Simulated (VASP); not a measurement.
Re, 2 atoms in the cell. Symmetry: P6_3/mmc, No. 194, hexagonal system. The conventional cell has a = 2.824 Å, b = 2.824 Å, c = 4.553 Å, α = 90.00°, β = 90.00°, γ = 120.00°. Within 3.7 Å of Re (site symmetry -6m2) lie 12 Re at 2.80 to 2.82 Å. 

| Item | Value |
| --- | --- |
| Program | VASP 6.6.1 |
| Task | single point |
| Functional | PBEsol |
| Potentials or basis | VASP PAW PBE potentials, release 64 (Re) |
| Cutoff | 520 eV |
| k mesh | 21 × 21 × 12 |
| Occupations | fermi-dirac, width 0.1 eV |
| Spin | no spin polarisation |
| Dipole correction | no |
| Further INCAR settings | ALGO = Normal; EDIFF = 1e-06; NBANDS = 14 |

Potentials or basis: VASP PAW PBE potentials, release 64 (Re).

Run with:

```bash
$ cat potpaw_PBE.64/Re/POTCAR > POTCAR
$ mpirun -np 1 vasp_std > vasp.out
```

Hardware: 1 thread of Intel Xeon 8259CL (shared host).

Task: Estimate the wall time of this run.

Result: It took 3.6 min on 1 thread of Intel Xeon 8259CL (shared host), peak memory 0.26 GiB. Counts: scf iterations 12, k points 336.
